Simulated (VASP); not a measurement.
# LiCl (P6_3mc) in VASP: single point with LDA

Aim: the single point of LiCl with LDA.

Program: VASP 6.6.1. These are calculated values, not measurements. Logs are shortened: lines on timing, memory, paths and dates and some standing lists are left out, and cuts for length are marked.

## Step 1: The cell of the first run

Symmetry: P6_3mc, No. 186, hexagonal system. The conventional cell has a = 3.925 Å, b = 3.925 Å, c = 6.357 Å, α = 90.00°, β = 90.00°, γ = 120.00°. Within 3.2 Å of Li (site symmetry 3m) lie 4 Cl at 2.40 Å. Within 3.2 Å of Cl (site symmetry 3m) lie 4 Li at 2.40 Å.

## Step 2: Single point, LDA

INCAR

```
SYSTEM = LiCl
  PREC = Accurate
  ENCUT = 750
  EDIFF = 1E-6
  ISMEAR = 0
  SIGMA = 0.01
  LREAL = .FALSE.
  LASPH = .TRUE.
  NELM = 120
  ALGO = Normal
  ISIF = 2
  LWAVE = .FALSE.
  LCHARG = .FALSE.
  NBANDS = 18
  GGA_COMPAT = .FALSE.
```

KPOINTS

```
regular mesh
0
G
  6 6 3
  0 0 0
```

POSCAR

```
LiCl
1.0
    3.9248822100      0.0000000000      0.0000000000
   -1.9624411000      3.3990477000      0.0000000000
    0.0000000000      0.0000000000      6.3571610000
Li Cl
2 2
Direct
    0.6666666700      0.3333333300      0.8760170000
    0.3333333300      0.6666666700      0.3760170000
    0.6666666700      0.3333333300      0.4989840000
    0.3333333300      0.6666666700      0.9989840000
```

Potentials or basis: VASP PAW LDA potentials, release 64 (Li_sv, Cl).

Launch:

```sh
> cat potpaw_LDA.64/Li_sv/POTCAR potpaw_LDA.64/Cl/POTCAR > POTCAR
> mpirun -np 1 vasp_std > vasp.out
```

OUTCAR:

```text
SYSTEM = LiCl
   PREC = Accurate
   ENCUT = 750
   EDIFF = 1E-6
   ISMEAR = 0
   LREAL = .FALSE.
   LASPH = .TRUE.
   NELM = 120
   ISIF = 2

 ion  position               nearest neighbor table
   1  0.667  0.333  0.876-   3 2.40   4 2.40   4 2.40   4 2.40
   2  0.333  0.667  0.376-   4 2.40   3 2.40   3 2.40   3 2.40
   3  0.667  0.333  0.499-   1 2.40   2 2.40   2 2.40   2 2.40
   4  0.333  0.667  0.999-   2 2.40   1 2.40   1 2.40   1 2.40

  LATTYP: Found a hexagonal cell.
 ALAT       =     3.9248822100
 C/A-ratio  =     1.6197074612

  Lattice vectors:

 A1 = (   3.9248822100,   0.0000000000,   0.0000000000)
 A2 = (  -1.9624411000,   3.3990477000,   0.0000000000)
 A3 = (   0.0000000000,   0.0000000000,   6.3571610000)

Analysis of symmetry for initial positions (statically):
=====================================================================
 Subroutine PRICEL returns:
 Original cell was already a primitive cell.

 Routine SETGRP: Setting up the symmetry group for a
 hexagonal supercell.

 Subroutine GETGRP returns: Found 12 space group operations
 (whereof  6 operations were pure point group operations)
 out of a pool of 24 trial point group operations.

The static configuration has the point symmetry C_3v.
 The point group associated with its full space group is C_6v.

Analysis of symmetry for dynamics (positions and initial velocities):
=====================================================================
 Subroutine PRICEL returns:
 Original cell was already a primitive cell.

 Routine SETGRP: Setting up the symmetry group for a
 hexagonal supercell.

 Subroutine GETGRP returns: Found 12 space group operations
 (whereof  6 operations were pure point group operations)
 out of a pool of 24 trial point group operations.

The dynamic configuration has the point symmetry C_3v.
 The point group associated with its full space group is C_6v.

 Subroutine INISYM returns: Found 12 space group operations
 (whereof  6 operations are pure point group operations),
 and found     1 'primitive' translations

----------------------------------------------------------------------------------------

                                     Primitive cell

  volume of cell :      84.8100

  direct lattice vectors                    reciprocal lattice vectors
     3.924882210  0.000000000  0.000000000     0.254784716  0.147100024  0.000000000
    -1.962441100  3.399047700  0.000000000     0.000000000  0.294200049  0.000000000
     0.000000000  0.000000000  6.357161000     0.000000000  0.000000000  0.157302922

  length of vectors
     3.924882210  3.924882207  6.357161000     0.294200049  0.294200049  0.157302922

  position of ions in fractional coordinates (direct lattice)
     0.666666670  0.333333330  0.876017000
     0.333333330  0.666666670  0.376017000
     0.666666670  0.333333330  0.498984000
     0.333333330  0.666666670  0.998984000

  ion indices of the primitive-cell ions
   primitive index   ion index
                 1           1
                 2           2
                 3           3
                 4           4

----------------------------------------------------------------------------------------

 KPOINTS: regular mesh

Automatic generation of k-mesh.
 Grid dimensions read from file:
 generate k-points for:    6    6    3

 Generating k-lattice:

  Cartesian coordinates                     Fractional coordinates (reciprocal lattice)
     0.042464119  0.024516671  0.000000000     0.166666667  0.000000000  0.000000000
     0.000000000  0.049033342  0.000000000     0.000000000  0.166666667  0.000000000
     0.000000000  0.000000000  0.052434307     0.000000000  0.000000000  0.333333333

  Length of vectors
     0.049033341  0.049033342  0.052434307

  Shift w.r.t. Gamma in fractional coordinates (k-lattice)
     0.000000000  0.000000000  0.000000000

 Subroutine IBZKPT returns following result:
 ===========================================

 Found     14 irreducible k-points:

 Following reciprocal coordinates:
            Coordinates               Weight
  0.000000  0.000000  0.000000      1.000000
  0.166667  0.000000  0.000000      6.000000
  0.333333  0.000000  0.000000      6.000000
  0.500000  0.000000  0.000000      3.000000
  0.166667  0.166667  0.000000      6.000000
  0.333333  0.166667  0.000000     12.000000
  0.333333  0.333333  0.000000      2.000000
  0.000000  0.000000  0.333333      2.000000
  0.166667  0.000000  0.333333     12.000000
  0.333333  0.000000  0.333333     12.000000
  0.500000  0.000000  0.333333      6.000000
  0.166667  0.166667  0.333333     12.000000
  0.333333  0.166667  0.333333     24.000000
  0.333333  0.333333  0.333333      4.000000
   k-points           NKPTS =     14   k-points in BZ     NKDIM =     14   number of bands    NBANDS=     18
   number of dos      NEDOS =    301   number of ions     NIONS =      4
   total plane-waves  NPLWV =  77760
   dimension x,y,z NGX =    36 NGY =   36 NGZ =   60
   dimension x,y,z NGXF=    72 NGYF=   72 NGZF=  120
   ions per type =               2   2
   NGX,Y,Z   is equivalent  to a cutoff of  15.25, 15.25, 15.69 a.u.
   NGXF,Y,Z  is equivalent  to a cutoff of  30.50, 30.50, 31.38 a.u.
 SYSTEM =  LiCl
   PREC   = accura    normal or accurate (medium, high low for compatibility)
   ISTART =      0    job   : 0-new  1-cont  2-samecut
   ICHARG =      2    charge: 1-file 2-atom 10-const
   ISPIN  =      1    spin polarized calculation?
   LNONCOLLINEAR =      F non collinear calculations
   LSORBIT =      F    spin-orbit coupling
   LASPH  =      T    aspherical Exc in radial PAW
   ENCUT  =  750.0 eV  55.12 Ry    7.42 a.u.   8.76  8.76 14.20*2*pi/ulx,y,z
   NELM   =    120;   NELMIN=  2; NELMDL= -5     # of ELM steps
   EDIFF  = 0.1E-05   stopping-criterion for ELM
   LREAL  =      F    real-space projection
   EDIFFG = 0.1E-04   stopping-criterion for IOM
   NSW    =      0    number of steps for IOM
   IBRION =     -1    ionic relax: 0-MD 1-quasi-New 2-CG
   NFREE  =      0    steps in history (QN), initial steepest desc. (CG)
   ISIF   =      2    stress and relaxation
   ISYM   =      2    0-nonsym 1-usesym 2-fastsym
   POTIM  = 0.5000    time-step for ionic-motion
   TEBEG  =    0.0;   TEEND  =   0.0 temperature during run
   PSTRESS=    0.0 pullay stress
   NELECT =      20.0000    total number of electrons
   NUPDOWN=      -1.0000    fix difference up-down
   EMIN   =  10.00;   EMAX   =-10.00  energy-range for DOS
   EFERMI =   0.00;   METHOD = LEGACY
   ISMEAR =     0;   SIGMA  =   0.01  broadening in eV -4-tet -1-fermi 0-gaus
   EFERMI_NEDOS =   21; number of points for ismear=-14 and -15
   IALGO  =     38    algorithm
   IMIX   =      4    mixing-type and parameters
     AMIX     =   0.40;   BMIX     =  1.00
     AMIX_MAG =   1.60;   BMIX_MAG =  1.00
  volume/ion in A,a.u.               =      21.20       143.08
  Fermi-wavevector in a.u.,A,eV,Ry     =   1.011430  1.911325 13.918631  1.022990
  Thomas-Fermi vector in A             =   2.144479
   LORBIT       =      0    0 simple, 1 ext, 2 COOP (PROOUT), +10 PAW based schemes
   GGA     = CA    functional components
   LHFCALC =     F    Hartree Fock is set to
   AEXX    =    0.0000 exact exchange contribution
   IVDW    =     0    specifies the selected vdW correction
   LEPSILON=     F    determine dielectric tensor
   LRPA    =     F    only Hartree local field effects (RPA)
 non-spin polarized calculation
 Gauss-broadening in eV      SIGMA  =   0.01
  energy-cutoff  :      750.00
  volume of cell :       84.81
 maximum number of plane-waves:      3995
 NGX is ok and might be reduce to    36
   NGX = 17   NGY = 17   NGZ = 29

 number of electron      20.0000005 magnetization

 Free energy of the ion-electron system (eV)
  ---------------------------------------------------
  ext. energy  EPLUGINS =         0.00000000
  ---------------------------------------------------
  free energy    TOTEN  =       -15.96256853 eV

  energy without entropy =      -15.96256853  energy(sigma->0) =      -15.96256853

 E-fermi :  -1.3986     XC(G=0):  -8.0787

 val. band max:       -1.4973371015   @ k =   0.0000   0.0000   0.0000
 cond. band min:       4.0250004675   @ k =   0.0000   0.0000   0.0000
 fundamental gap:      5.5223375690
 Fermi energy:        -1.3985958371

 k-point     1 :       0.0000    0.0000    0.0000
  band No.  band energies     occupation
      1     -43.4058      2.00000
      2     -43.4042      2.00000
      3     -14.0896      2.00000
      4     -13.7972      2.00000
      5      -3.5415      2.00000
      6      -1.8301      2.00000
[... 10 lines left out ...]
     17       9.1449      0.00000
     18       9.1449      0.00000

 k-point     2 :       0.1667    0.0000    0.0000
  band No.  band energies     occupation
      1     -43.4054      2.00000
      2     -43.4041      2.00000
      3     -14.0303      2.00000
      4     -13.7706      2.00000
      5      -3.3992      2.00000
      6      -2.2321      2.00000
[... 10 lines left out ...]
     17       9.3196      0.00000
     18       9.6465      0.00000

 k-point     3 :       0.3333    0.0000    0.0000
  band No.  band energies     occupation
      1     -43.4047      2.00000
      2     -43.4038      2.00000
      3     -13.8967      2.00000
      4     -13.7268      2.00000
      5      -3.1539      2.00000
      6      -2.8495      2.00000
[... 10 lines left out ...]
     17       9.7098      0.00000
     18      10.5144      0.00000

 k-point     4 :       0.5000    0.0000    0.0000
  band No.  band energies     occupation
      1     -43.4043      2.00000
      2     -43.4038      2.00000
      3     -13.8110      2.00000
      4     -13.7208      2.00000
      5      -3.3848      2.00000
      6      -2.8830      2.00000
[... 10 lines left out ...]
     17       9.8549      0.00000
     18      11.2496      0.00000

 k-point     5 :       0.1667    0.1667    0.0000
  band No.  band energies     occupation
      1     -43.4049      2.00000
      2     -43.4039      2.00000
      3     -13.9332      2.00000
      4     -13.7354      2.00000
      5      -3.1532      2.00000
      6      -2.6901      2.00000
[... 10 lines left out ...]
     17       9.5834      0.00000
     18      10.0347      0.00000

 k-point     6 :       0.3333    0.1667    0.0000
  band No.  band energies     occupation
      1     -43.4043      2.00000
      2     -43.4038      2.00000
      3     -13.8140      2.00000
      4     -13.7177      2.00000
      5      -3.2437      2.00000
      6      -2.8400      2.00000
[... 10 lines left out ...]
     17       9.8028      0.00000
     18      10.5407      0.00000

 k-point     7 :       0.3333    0.3333    0.0000
  band No.  band energies     occupation
      1     -43.4039      2.00000
      2     -43.4039      2.00000
      3     -13.7426      2.00000
      4     -13.7426      2.00000
      5      -3.2625      2.00000
      6      -2.6934      2.00000
[... 10 lines left out ...]
     17      10.4099      0.00000
     18      10.4609      0.00000

 k-point     8 :       0.0000    0.0000    0.3333
  band No.  band energies     occupation
      1     -43.4054      2.00000
      2     -43.4046      2.00000
      3     -14.0205      2.00000
      4     -13.8746      2.00000
      5      -3.1096      2.00000
      6      -2.1127      2.00000
[... 10 lines left out ...]
     17       8.7127      0.00000
     18       8.7127      0.00000

 k-point     9 :       0.1667    0.0000    0.3333
  band No.  band energies     occupation
      1     -43.4051      2.00000
      2     -43.4044      2.00000
      3     -13.9686      2.00000
      4     -13.8389      2.00000
      5      -3.0525      2.00000
      6      -2.3359      2.00000
[... 10 lines left out ...]
     17       9.1983      0.00000
     18       9.3479      0.00000

 k-point    10 :       0.3333    0.0000    0.3333
  band No.  band energies     occupation
      1     -43.4045      2.00000
      2     -43.4040      2.00000
      3     -13.8557      2.00000
      4     -13.7708      2.00000
      5      -3.1690      2.00000
      6      -2.9182      2.00000
[... 10 lines left out ...]
     17       9.8456      0.00000
     18      10.2137      0.00000

 k-point    11 :       0.5000    0.0000    0.3333
  band No.  band energies     occupation
      1     -43.4041      2.00000
      2     -43.4039      2.00000
      3     -13.7890      2.00000
      4     -13.7439      2.00000
      5      -3.4032      2.00000
      6      -3.1705      2.00000
[... 10 lines left out ...]
     17      10.1490      0.00000
     18      10.6837      0.00000

 k-point    12 :       0.1667    0.1667    0.3333
  band No.  band energies     occupation
      1     -43.4046      2.00000
      2     -43.4041      2.00000
      3     -13.8857      2.00000
      4     -13.7869      2.00000
      5      -3.0368      2.00000
      6      -2.7704      2.00000
[... 10 lines left out ...]
     17       9.5932      0.00000
     18       9.8196      0.00000

 k-point    13 :       0.3333    0.1667    0.3333
  band No.  band energies     occupation
      1     -43.4041      2.00000
      2     -43.4039      2.00000
      3     -13.7906      2.00000
      4     -13.7424      2.00000
      5      -3.2404      2.00000
      6      -3.0587      2.00000
[... 10 lines left out ...]
     17      10.0167      0.00000
     18      10.4973      0.00000

 k-point    14 :       0.3333    0.3333    0.3333
  band No.  band energies     occupation
      1     -43.4039      2.00000
      2     -43.4039      2.00000
      3     -13.7427      2.00000
      4     -13.7427      2.00000
      5      -3.0846      2.00000
      6      -2.9242      2.00000
[... 10 lines left out ...]
     17      10.4006      0.00000
     18      11.0228      0.00000

------------------------ aborting loop because EDIFF is reached ----------------------------------------

  FORCE on cell =-STRESS in cart. coord.  units (eV):
  Direction    XX          YY          ZZ          XY          YZ          ZX
  --------------------------------------------------------------------------------------
  -------------------------------------------------------------------------------------
  Total       -1.4412898     -1.4412898     -1.5280897     -0.0000000     -0.0000000      0.0000000
  in kB      -27.2279400    -27.2279400    -28.8677106     -0.0000000     -0.0000000      0.0000000
  external PRESSURE =     -27.7745302 kB  Pullay stress =       0.0000000 kB

 VOLUME and BASIS-vectors are now :
 -----------------------------------------------------------------------------
  energy-cutoff  :      750.00
  volume of cell :       84.81
      direct lattice vectors                 reciprocal lattice vectors
     3.924882210  0.000000000  0.000000000     0.254784716  0.147100024  0.000000000
    -1.962441100  3.399047700  0.000000000     0.000000000  0.294200049  0.000000000
     0.000000000  0.000000000  6.357161000     0.000000000  0.000000000  0.157302922

 POSITION                                       TOTAL-FORCE (eV/Angst)
 -----------------------------------------------------------------------------------
      1.96244      1.13302      5.56898        -0.000000      0.000000      0.015591
     -0.00000      2.26603      2.39040         0.000000      0.000000      0.015591
      1.96244      1.13302      3.17212         0.000000      0.000000     -0.015591
     -0.00000      2.26603      6.35070         0.000000      0.000000     -0.015591
 -----------------------------------------------------------------------------------
    total drift:                                0.000005     -0.000003     -0.000338

  FREE ENERGIE OF THE ION-ELECTRON SYSTEM (eV)
  ---------------------------------------------------
  free  energy   TOTEN  =       -15.9625685263 eV

  energy  without entropy=      -15.9625685263  energy(sigma->0) =      -15.96256853
```

Run time: 32 s. Hardware: 1 thread of AMD EPYC 7R43 (Zen 3), shared host; peak memory 0.18 GiB.

Results:

```yaml
Free_energy: -15.9626 eV
Pressure: -2.8 GPa
Largest_force: 0.016 eV/Å
Band_gap_on_the_k_mesh: 5.52 eV
```

Forces in eV/Å, atoms in the order of the input:
```
Li   0.000  0.000  0.016
Li   0.000  0.000  0.016
Cl   0.000  0.000 -0.016
Cl   0.000  0.000 -0.016
```

Stress tensor (GPa, compression positive):
```
-2.72  0.00  0.00
 0.00 -2.72  0.00
 0.00  0.00 -2.89
```

Levels at points of the mesh, in eV from the valence-band top:
| k point | band 8 | band 9 | band 10 | band 11 | band 12 | band 13 |
| --- | --- | --- | --- | --- | --- | --- |
| (0.00, 0.00, 0.00) | -0.02 | -0.02 | 0.00 | 5.52 | 7.82 | 9.71 |
| (0.50, 0.00, 0.00) | -0.86 | -0.57 | -0.30 | 7.45 | 7.62 | 8.73 |
